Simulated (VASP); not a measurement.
# Cr (Im-3m) in VASP: further runs

Runs on Cr. Level: PBE. Tasks: single point.

Program: VASP 6.6.1. These are calculated values, not measurements. Logs are shortened: lines on timing, memory, paths and dates and some standing lists are left out, and cuts for length are marked.

## Step 1: The cell of the first run

Symmetry: Im-3m, No. 229, cubic system. The conventional cell has a = 2.884 Å, b = 2.884 Å, c = 2.884 Å, α = 90.00°, β = 90.00°, γ = 90.00°. Cr (site symmetry m-3m) has 14 Cr at 2.50 to 2.88 Å within 3.3 Å.

## Step 2: Single point, PBE, collinear spin, ferromagnetic start

Contents of INCAR:

```
PREC = Accurate
ENCUT = 520
EDIFF = 1E-6
ISMEAR = -1
SIGMA = 0.1
LREAL = F
LASPH = T
NELM = 150
ALGO = Normal
ISIF = 2
LWAVE = F
LCHARG = T
ISPIN = 2
MAGMOM = 2.1
LORBIT = 11
LMAXMIX = 4
GGA = PE
LELF = T
LVHAR = T
NBANDS = 16
```

Contents of KPOINTS:

```
regular mesh
0
Gamma
  16 16 16
```

Contents of POSCAR:

```
Cr
1.0
   -1.4419500000      1.4419500000      1.4419500000
    1.4419500000     -1.4419500000      1.4419500000
    1.4419500000      1.4419500000     -1.4419500000
Cr
1
Direct
    0.0000000000      0.0000000000      0.0000000000
```

Potentials or basis: VASP PAW PBE potentials, release 64 (Cr_pv).

Launch:

```
$ cat potpaw_PBE.64/Cr_pv/POTCAR > POTCAR
$ mpirun -np 1 vasp_std > vasp.out
```

OUTCAR:

```text
PREC = Accurate
   ENCUT = 520
   EDIFF = 1E-6
   ISMEAR = -1
   LREAL = F
   LASPH = T
   NELM = 150
   ISIF = 2
   ISPIN = 2
   LORBIT = 11
   GGA = PE

 ion  position               nearest neighbor table
   1  0.000  0.000  0.000-

  LATTYP: Found a body centered cubic cell.
 ALAT       =     2.8839000000

  Lattice vectors:

 A1 = (  -1.4419500000,   1.4419500000,   1.4419500000)
 A2 = (   1.4419500000,  -1.4419500000,   1.4419500000)
 A3 = (   1.4419500000,   1.4419500000,  -1.4419500000)

Analysis of symmetry for initial positions (statically):
=====================================================================
 Subroutine PRICEL returns:
 Original cell was already a primitive cell.

 Routine SETGRP: Setting up the symmetry group for a
 body centered cubic supercell.

 Subroutine GETGRP returns: Found 48 space group operations
 (whereof 48 operations were pure point group operations)
 out of a pool of 48 trial point group operations.

The static configuration has the point symmetry O_h .

Analysis of symmetry for dynamics (positions and initial velocities):
=====================================================================
 Subroutine PRICEL returns:
 Original cell was already a primitive cell.

 Routine SETGRP: Setting up the symmetry group for a
 body centered cubic supercell.

 Subroutine GETGRP returns: Found 48 space group operations
 (whereof 48 operations were pure point group operations)
 out of a pool of 48 trial point group operations.

The dynamic configuration has the point symmetry O_h .

Analysis of structural, dynamic, and magnetic symmetry:
=====================================================================
 Subroutine PRICEL returns:
 Original cell was already a primitive cell.

 Routine SETGRP: Setting up the symmetry group for a
 body centered cubic supercell.

 Subroutine GETGRP returns: Found 48 space group operations
 (whereof 48 operations were pure point group operations)
 out of a pool of 48 trial point group operations.

The overall configuration has the point symmetry O_h .

 Subroutine INISYM returns: Found 48 space group operations
 (whereof 48 operations are pure point group operations),
 and found     1 'primitive' translations

----------------------------------------------------------------------------------------

                                     Primitive cell

  volume of cell :      11.9925

  direct lattice vectors                    reciprocal lattice vectors
    -1.441950000  1.441950000  1.441950000     0.000000000  0.346752661  0.346752661
     1.441950000 -1.441950000  1.441950000     0.346752661  0.000000000  0.346752661
     1.441950000  1.441950000 -1.441950000     0.346752661  0.346752661  0.000000000

  length of vectors
     2.497530662  2.497530662  2.497530662     0.490382316  0.490382316  0.490382316

  position of ions in fractional coordinates (direct lattice)
     0.000000000  0.000000000  0.000000000

  ion indices of the primitive-cell ions
   primitive index   ion index
                 1           1

----------------------------------------------------------------------------------------

 KPOINTS: regular mesh

Automatic generation of k-mesh.
 Grid dimensions read from file:
 generate k-points for:   16   16   16

 Generating k-lattice:

  Cartesian coordinates                     Fractional coordinates (reciprocal lattice)
     0.000000000  0.021672041  0.021672041     0.062500000  0.000000000  0.000000000
     0.021672041  0.000000000  0.021672041     0.000000000  0.062500000  0.000000000
     0.021672041  0.021672041  0.000000000     0.000000000  0.000000000  0.062500000

  Length of vectors
     0.030648895  0.030648895  0.030648895

  Shift w.r.t. Gamma in fractional coordinates (k-lattice)
     0.000000000  0.000000000  0.000000000

 Subroutine IBZKPT returns following result:
 ===========================================

 Found    145 irreducible k-points:

 Following reciprocal coordinates:
            Coordinates               Weight
  0.000000  0.000000  0.000000      1.000000
  0.062500  0.000000  0.000000     12.000000
  0.125000  0.000000  0.000000     12.000000
  0.187500  0.000000  0.000000     12.000000
  0.250000  0.000000  0.000000     12.000000
  0.312500  0.000000  0.000000     12.000000
[... 16 lines left out ...]
  0.187500  0.187500  0.000000     24.000000
  0.250000  0.187500  0.000000     48.000000
 [... further k-points ...]
   k-points           NKPTS =    145   k-points in BZ     NKDIM =    145   number of bands    NBANDS=     16
   number of dos      NEDOS =    301   number of ions     NIONS =      1
   total plane-waves  NPLWV =   8000
   dimension x,y,z NGX =    20 NGY =   20 NGZ =   20
   dimension x,y,z NGXF=    40 NGYF=   40 NGZF=   40
   ions per type =               1
   NGX,Y,Z   is equivalent  to a cutoff of  13.31, 13.31, 13.31 a.u.
   NGXF,Y,Z  is equivalent  to a cutoff of  26.63, 26.63, 26.63 a.u.
 SYSTEM =  unknown system
   PREC   = accura    normal or accurate (medium, high low for compatibility)
   ISTART =      0    job   : 0-new  1-cont  2-samecut
   ICHARG =      2    charge: 1-file 2-atom 10-const
   ISPIN  =      2    spin polarized calculation?
   LNONCOLLINEAR =      F non collinear calculations
   LSORBIT =      F    spin-orbit coupling
   LASPH  =      T    aspherical Exc in radial PAW
   ENCUT  =  520.0 eV  38.22 Ry    6.18 a.u.   4.64  4.64  4.64*2*pi/ulx,y,z
   NELM   =    150;   NELMIN=  2; NELMDL= -5     # of ELM steps
   EDIFF  = 0.1E-05   stopping-criterion for ELM
   LREAL  =      F    real-space projection
   EDIFFG = 0.1E-04   stopping-criterion for IOM
   NSW    =      0    number of steps for IOM
   IBRION =     -1    ionic relax: 0-MD 1-quasi-New 2-CG
   NFREE  =      0    steps in history (QN), initial steepest desc. (CG)
   ISIF   =      2    stress and relaxation
   ISYM   =      2    0-nonsym 1-usesym 2-fastsym
   POTIM  = 0.5000    time-step for ionic-motion
   TEBEG  =    0.0;   TEEND  =   0.0 temperature during run
   PSTRESS=    0.0 pullay stress
   NELECT =      12.0000    total number of electrons
   NUPDOWN=      -1.0000    fix difference up-down
   EMIN   =  10.00;   EMAX   =-10.00  energy-range for DOS
   EFERMI =   0.00;   METHOD = LEGACY
   ISMEAR =    -1;   SIGMA  =   0.10  broadening in eV -4-tet -1-fermi 0-gaus
   EFERMI_NEDOS =   21; number of points for ismear=-14 and -15
   IALGO  =     38    algorithm
   IMIX   =      4    mixing-type and parameters
     AMIX     =   0.40;   BMIX     =  1.00
     AMIX_MAG =   1.60;   BMIX_MAG =  1.00
  volume/ion in A,a.u.               =      11.99        80.93
  Fermi-wavevector in a.u.,A,eV,Ry     =   1.637439  3.094310 36.480015  2.681205
  Thomas-Fermi vector in A             =   2.728578
   LORBIT       =     11    0 simple, 1 ext, 2 COOP (PROOUT), +10 PAW based schemes
   GGA     = PE    functional components
   LHFCALC =     F    Hartree Fock is set to
   AEXX    =    0.0000 exact exchange contribution
   IVDW    =     0    specifies the selected vdW correction
   LEPSILON=     F    determine dielectric tensor
   LRPA    =     F    only Hartree local field effects (RPA)
 spin polarized calculation
  energy-cutoff  :      520.00
  volume of cell :       11.99
 maximum number of plane-waves:       336
   NGX =  9   NGY =  9   NGZ =  9

 number of electron      11.9999992 magnetization      -0.0024899

 number of electron      11.9999992 magnetization       0.0000210

 Free energy of the ion-electron system (eV)
  ---------------------------------------------------
  ext. energy  EPLUGINS =         0.00000000
  ---------------------------------------------------
  free energy    TOTEN  =        -9.51520410 eV

  energy without entropy =       -9.49149670  energy(sigma->0) =       -9.50335040

 E-fermi :  10.4180     XC(G=0): -13.4573

 val. band max:       10.4174526845   @ k =  -0.2500   0.3125   0.1250
 cond. band min:      10.4252369829   @ k =  -0.3125   0.3125   0.1875
 fundamental gap:      0.0077842985
 Fermi energy:        10.4180309226

 spin component 1

 k-point     1 :       0.0000    0.0000    0.0000
  band No.  band energies     occupation
      1     -32.3291      1.00000
      2     -32.3291      1.00000
      3     -32.3291      1.00000
      4       2.7266      1.00000
      5       9.5813      0.99977
      6       9.5813      0.99977
[... 8 lines left out ...]
     15      39.5935      0.00000
     16      43.8180      0.00000

 k-point     2 :       0.0625    0.0000    0.0000
  band No.  band energies     occupation
      1     -32.3613      1.00000
      2     -32.3390      1.00000
      3     -32.3292      1.00000
      4       2.8926      1.00000
      5       9.5186      0.99988
      6       9.5709      0.99979
[... 8 lines left out ...]
     15      39.9607      0.00000
     16      41.9721      0.00000
[... 387 lines left out ...]
      5       8.5526      1.00000
      6       8.8014      1.00000
[... 8 lines left out ...]
     15      39.0759      0.00000
     16      42.6522      0.00000

 k-point    24 :       0.2500    0.1875    0.0000
  band No.  band energies     occupation
      1     -32.9632      1.00000
      2     -32.5868      1.00000
      3     -32.3970      1.00000
      4       6.7665      1.00000
      5       8.3347      1.00000
      6       8.8698      1.00000
[... 8 lines left out ...]
     15      39.2683      0.00000
     16      43.4300      0.00000

 [... further k-points ...]

 spin component 2

 k-point     1 :       0.0000    0.0000    0.0000
  band No.  band energies     occupation
      1     -32.3290      1.00000
      2     -32.3290      1.00000
      3     -32.3290      1.00000
      4       2.7265      1.00000
      5       9.5813      0.99977
      6       9.5813      0.99977
[... 8 lines left out ...]
     15      39.5934      0.00000
     16      43.8180      0.00000

 k-point     2 :       0.0625    0.0000    0.0000
  band No.  band energies     occupation
      1     -32.3612      1.00000
      2     -32.3389      1.00000
      3     -32.3291      1.00000
      4       2.8925      1.00000
      5       9.5186      0.99988
      6       9.5710      0.99979
[... 8 lines left out ...]
     15      39.9606      0.00000
     16      41.9721      0.00000
[... 387 lines left out ...]
      5       8.5526      1.00000
      6       8.8014      1.00000
[... 8 lines left out ...]
     15      39.0759      0.00000
     16      42.6521      0.00000

 k-point    24 :       0.2500    0.1875    0.0000
  band No.  band energies     occupation
      1     -32.9631      1.00000
      2     -32.5867      1.00000
      3     -32.3969      1.00000
      4       6.7665      1.00000
      5       8.3347      1.00000
      6       8.8698      1.00000
[... 8 lines left out ...]
     15      39.2683      0.00000
     16      43.4300      0.00000

 [... further k-points ...]

------------------------ aborting loop because EDIFF is reached ----------------------------------------

  FORCE on cell =-STRESS in cart. coord.  units (eV):
  Direction    XX          YY          ZZ          XY          YZ          ZX
  --------------------------------------------------------------------------------------
  -------------------------------------------------------------------------------------
  Total       -0.6950509     -0.6950509     -0.6950509      0.0000000      0.0000000     -0.0000000
  in kB      -92.8574127    -92.8574127    -92.8574127      0.0000000      0.0000000     -0.0000000
  external PRESSURE =     -92.8574127 kB  Pullay stress =       0.0000000 kB

 VOLUME and BASIS-vectors are now :
 -----------------------------------------------------------------------------
  energy-cutoff  :      520.00
  volume of cell :       11.99
      direct lattice vectors                 reciprocal lattice vectors
    -1.441950000  1.441950000  1.441950000     0.000000000  0.346752661  0.346752661
     1.441950000 -1.441950000  1.441950000     0.346752661  0.000000000  0.346752661
     1.441950000  1.441950000 -1.441950000     0.346752661  0.346752661  0.000000000

 POSITION                                       TOTAL-FORCE (eV/Angst)
 -----------------------------------------------------------------------------------
      0.00000      0.00000      0.00000        -0.000000     -0.000000     -0.000000
 -----------------------------------------------------------------------------------
    total drift:                                0.000000     -0.000000      0.000000

  FREE ENERGIE OF THE ION-ELECTRON SYSTEM (eV)
  ---------------------------------------------------
  free  energy   TOTEN  =        -9.5152041005 eV

  energy  without entropy=       -9.4914967033  energy(sigma->0) =       -9.50335040

 total charge

# of ion       s       p       d       tot
------------------------------------------
    1        0.427   6.382   4.169  10.978

 magnetization (x)

# of ion       s       p       d       tot
------------------------------------------
    1        0.000  -0.000   0.000   0.000
```

Run time: 91 s. Hardware: 1 thread of AMD EPYC 7R13, shared host; peak memory 0.13 GiB.

Results:

| Item | Value |
| --- | --- |
| Free energy | -9.5152 eV |
| Pressure | -9.3 GPa |
| Band gap on the k mesh | zero (filled and empty bands overlap) |
| Net moment | 0.00 μB per cell |
| Valence electrons inside the program's atomic spheres | Cr 10.98 |

Caveat: the starting moments collapsed, and a magnetic state may lie lower.

## Step 3: Single point, PBE, collinear spin, ferromagnetic start

This run uses another cell than the first one, of 12.23 Å³/atom, 1.020 times its volume.

Contents of INCAR:

```
PREC     = Accurate       # precision mode
ENCUT    = 520            # plane-wave cutoff, eV
EDIFF    = 1E-6           # SCF threshold, eV
ISMEAR   = -1             # smearing method
SIGMA    = 0.1            # smearing width, eV
LREAL    = F              # projectors in reciprocal space
LASPH    = T              # aspherical terms in the spheres
NELM     = 150            # most SCF steps
ALGO     = Normal         # electronic algorithm
ISIF     = 2              # what is computed and relaxed
LWAVE    = F              # write WAVECAR
LCHARG   = F              # write CHGCAR
ISPIN    = 2              # spin polarisation
MAGMOM   = 2.1            # initial moments
LORBIT   = 11             # projections on sites
LMAXMIX  = 4              # l up to which the mixer works
GGA      = PE             # functional
NBANDS   = 16             # bands
```

KPOINTS is that of step 2.

Contents of POSCAR:

```
Cr
1.0
   -1.4514996161      1.4514996161      1.4514996161
    1.4514996161     -1.4514996161      1.4514996161
    1.4514996161      1.4514996161     -1.4514996161
Cr
1
Direct
    0.0000000000      0.0000000000      0.0000000000
```

Potentials or basis: VASP PAW PBE potentials, release 64 (Cr_pv).

Launch:

```
$ cat potpaw_PBE.64/Cr_pv/POTCAR > POTCAR
$ mpirun -np 1 vasp_std > vasp.out
```

It took 99 s on 1 thread of AMD EPYC 7R13, shared host; peak memory 0.13 GiB.

It converged, with:

```
Free energy                                           : -9.4983 eV
Pressure                                              : -13.4 GPa
Band gap on the k mesh                                : zero (filled and empty bands overlap)
Net moment                                            : 0.00 μB per cell
Valence electrons inside the program's atomic spheres : Cr 10.94
```

Levels at points of the mesh, in eV from the Fermi level:
Spin up:
| k point | band 3 | band 4 | band 5 | band 6 | band 7 | band 8 | band 9 | band 10 |
| --- | --- | --- | --- | --- | --- | --- | --- | --- |
| (0.00, 0.00, 0.00) | -42.77 | -7.62 | -0.81 | -0.81 | -0.81 | 1.09 | 1.09 | 7.11 |
| (0.50, 0.00, 0.00) | -42.78 | -4.12 | -2.24 | 1.01 | 1.08 | 1.40 | 2.64 | 7.10 |
| (0.50, 0.50, 0.50) | -43.30 | -3.94 | -3.94 | 2.28 | 2.28 | 2.28 | 7.10 | 10.13 |
Spin down:
```
           k point  band 4  band 5  band 6  band 7  band 8  band 9
(0.00, 0.00, 0.00)   -7.62   -0.81   -0.81   -0.81    1.09    1.09
(0.50, 0.00, 0.00)   -4.12   -2.24    1.01    1.08    1.40    2.64
(0.50, 0.50, 0.50)   -3.94   -3.94    2.28    2.28    2.28    7.10
```

Caveat: the starting moments collapsed, and a magnetic state may lie lower.

## Step 4: Single point, PBE, collinear spin, ferromagnetic start

This run uses another cell than the first one, of 12.47 Å³/atom, 1.040 times its volume.

Contents of INCAR:

```
PREC = Accurate
ENCUT = 520
EDIFF = 1E-6
ISMEAR = -1
SIGMA = 0.1
LREAL = False
LASPH = True
NELM = 150
ALGO = Normal
ISIF = 2
LWAVE = False
LCHARG = True
ISPIN = 2
MAGMOM = 2.1
LORBIT = 11
LMAXMIX = 4
GGA = PE
LELF = True
LVHAR = True
NBANDS = 16
```

KPOINTS is that of step 3.

Contents of POSCAR:

```
Cr
1.0
   -1.4609252023      1.4609252023      1.4609252023
    1.4609252023     -1.4609252023      1.4609252023
    1.4609252023      1.4609252023     -1.4609252023
Cr
1
Direct
    0.0000000000      0.0000000000      0.0000000000
```

Launch:

```
$ cat potpaw_PBE.64/Cr_pv/POTCAR > POTCAR
$ mpirun -np 1 vasp_std > vasp.out
```

It took 1.7 min on 1 thread of AMD EPYC 7R13, shared host; peak memory 0.13 GiB.

Results (log left out):

| Item | Value |
| --- | --- |
| Free energy | -9.4755 eV |
| Pressure | -17.1 GPa |
| Band gap on the k mesh | zero (filled and empty bands overlap) |
| Net moment | 0.00 μB per cell |
| Valence electrons inside the program's atomic spheres | Cr 10.90 |

Levels at points of the mesh, in eV from the Fermi level:
Spin up:
| k point | band 2 | band 3 | band 4 | band 5 | band 6 | band 7 | band 8 | band 9 | band 10 | band 11 |
| --- | --- | --- | --- | --- | --- | --- | --- | --- | --- | --- |
| (0.00, 0.00, 0.00) | -42.79 | -42.79 | -7.54 | -0.79 | -0.79 | -0.79 | 1.07 | 1.07 | 7.10 | 21.73 |
| (0.50, 0.00, 0.00) | -43.02 | -42.80 | -4.03 | -2.18 | 0.98 | 1.05 | 1.36 | 2.57 | 7.09 | 9.07 |
| (0.50, 0.50, 0.50) | -43.29 | -43.29 | -3.83 | -3.83 | 2.22 | 2.22 | 2.22 | 7.09 | 9.97 | 9.97 |
Spin down:
| k point | band 2 | band 3 | band 4 | band 5 | band 6 | band 7 | band 8 | band 9 | band 10 | band 11 |
| --- | --- | --- | --- | --- | --- | --- | --- | --- | --- | --- |
| (0.00, 0.00, 0.00) | -42.79 | -42.79 | -7.54 | -0.79 | -0.79 | -0.79 | 1.07 | 1.07 | 7.10 | 21.73 |
| (0.50, 0.00, 0.00) | -43.02 | -42.80 | -4.03 | -2.18 | 0.98 | 1.05 | 1.36 | 2.57 | 7.09 | 9.07 |
| (0.50, 0.50, 0.50) | -43.29 | -43.29 | -3.83 | -3.83 | 2.22 | 2.22 | 2.22 | 7.09 | 9.97 | 9.97 |

Caveat: the starting moments collapsed, and a magnetic state may lie lower.

## Step 5: Single point, PBE, collinear spin, ferromagnetic start

This run uses another cell than the first one, of 12.71 Å³/atom, 1.060 times its volume.

Contents of INCAR:

```
SYSTEM = Cr
ALGO = Normal
EDIFF = 1E-7
ENCUT = 520
GGA = PE
ISIF = 2
ISMEAR = -1
ISPIN = 2
LASPH = .TRUE.
LCHARG = .FALSE.
LMAXMIX = 4
LORBIT = 11
LREAL = .FALSE.
LWAVE = .FALSE.
MAGMOM = 2.1
NBANDS = 16
NELM = 150
PREC = Accurate
SIGMA = 0.1
```

Contents of KPOINTS:

```
k-points
0
G
  16 16 16
  0 0 0
```

Contents of POSCAR:

```
Cr
1.0
   -1.4702307093      1.4702307093      1.4702307093
    1.4702307093     -1.4702307093      1.4702307093
    1.4702307093      1.4702307093     -1.4702307093
Cr
1
Direct
    0.0000000000      0.0000000000      0.0000000000
```

Launch:

```
$ cat potpaw_PBE.64/Cr_pv/POTCAR > POTCAR
$ mpirun -np 1 vasp_std > vasp.out
```

Wall time 1.8 min (1 thread of AMD EPYC 7R13, shared host); peak memory 0.13 GiB.

It converged, with:

```yaml
Free_energy: -9.4476 eV
Pressure: -20.4 GPa
Band_gap_on_the_k_mesh: zero (filled and empty bands overlap)
Net_moment: 0.00 μB per cell
Valence_electrons_inside_the_program's_atomic_spheres: Cr 10.87
```

Levels at points of the mesh, in eV from the Fermi level:
Spin up:
```csv
k point,band 4,band 5,band 6,band 7,band 8,band 9
"(0.00, 0.00, 0.00)",-7.47,-0.77,-0.77,-0.77,1.04,1.04
"(0.50, 0.00, 0.00)",-3.94,-2.12,0.94,1.02,1.33,2.50
"(0.50, 0.50, 0.50)",-3.72,-3.72,2.16,2.16,2.16,7.09
```
Spin down:
```tsv
k point	band 4	band 5	band 6	band 7	band 8	band 9
(0.00, 0.00, 0.00)	-7.47	-0.77	-0.77	-0.77	1.04	1.04
(0.50, 0.00, 0.00)	-3.94	-2.12	0.94	1.02	1.33	2.50
(0.50, 0.50, 0.50)	-3.72	-3.72	2.16	2.16	2.16	7.09
```

Caveat: the starting moments collapsed, and a magnetic state may lie lower.
